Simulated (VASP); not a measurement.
A run of VASP 6.6.1 is set up as follows.

INCAR

```
  PREC = Accurate
  ENCUT = 520
  EDIFF = 1E-6
  ISMEAR = 0
  SIGMA = 0.1
  LREAL = F
  LASPH = T
  NELM = 100
  ALGO = Fast
  ISIF = 2
  LWAVE = F
  LCHARG = F
  GGA = PE
  NBANDS = 24
```

Contents of KPOINTS:

```
regular mesh
0
Gamma
  14 14 14
```

POSCAR

```
Cu2Au
1.0
    0.0000000000      0.0000000000      3.1102984910
    0.0000000000      3.1102984910      0.0000000000
   -4.3470286988     -1.5551492455     -1.5551492455
Cu Au
2 1
Direct
    0.3446963997      0.3446963997      0.6893927994
   -0.0113630663     -0.0113630663     -0.0227261327
    0.6666666667      0.6666666667      0.3333333333
```

Potentials or basis: VASP PAW PBE potentials, release 64 (Cu, Au).

Command:

```console
$ cat potpaw_PBE.64/Cu/POTCAR potpaw_PBE.64/Au/POTCAR > POTCAR
$ mpirun -np 1 vasp_std > vasp.out
```

(1) Estimate the largest force.

(2) What does it give for the pressure?

(3) What does it give for the band gap on the k mesh?

Answers

(1) 0.013 eV/Å.

(2) 0.3 GPa.

(3) zero (an odd number of electrons rules out a gap without spin polarisation).

Caveat: spin-orbit coupling is left out, which moves the levels of the heavy elements.
